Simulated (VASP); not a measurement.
A run of VASP 6.6.1 is set up as follows.

INCAR

```
PREC     = Accurate       # precision mode
ENCUT    = 520            # plane-wave cutoff, eV
EDIFF    = 1E-6           # SCF threshold, eV
ISMEAR   = 0              # smearing method
SIGMA    = 0.1            # smearing width, eV
LREAL    = False          # projectors in reciprocal space
LASPH    = True           # aspherical terms in the spheres
NELM     = 150            # most SCF steps
ALGO     = Normal         # electronic algorithm
ISIF     = 2              # what is computed and relaxed
LWAVE    = False          # write WAVECAR
LCHARG   = False          # write CHGCAR
ISPIN    = 2              # spin polarisation
MAGMOM   = 2.55 0.32      # initial moments
LORBIT   = 11             # projections on sites
LMAXMIX  = 4              # l up to which the mixer works
GGA      = PS             # functional
NBANDS   = 18             # bands
```

KPOINTS

```
regular mesh
0
Gamma
  18 18 18
```

The input POSCAR:

```
CoO
1.0
    1.5425543272      0.8905941560      2.3037041067
   -1.5425543272      0.8905941560      2.3037041067
    0.0000000000     -1.7811883122      2.3037041066
Co O
1 1
Direct
    0.0000000000      0.0000000000      0.0000000000
    0.5000000000      0.5000000000      0.5000000000
```

Potentials or basis: VASP PAW PBE potentials, release 64 (Co, O).

Run with:

```console
$ cat potpaw_PBE.64/Co/POTCAR potpaw_PBE.64/O/POTCAR > POTCAR
$ mpirun -np 1 vasp_std > vasp.out
```

Q: Estimate the site moments.

A: Co +2.53; O +0.31 μB.

Q: Estimate the pressure.

A: -9.5 GPa.

Q: What does it give for the net moment?

A: 2.88 μB per cell.

Stress tensor (GPa, compression positive):
```
-9.58  0.00  0.00
 0.00 -9.58  0.00
 0.00  0.00 -9.28
```

Caveat: the cell stands under tension; the PAW data sets were made with another functional, which shifts forces and pressure a little; a cell with one magnetic atom can't hold antiferromagnetic order, which such compounds often take.
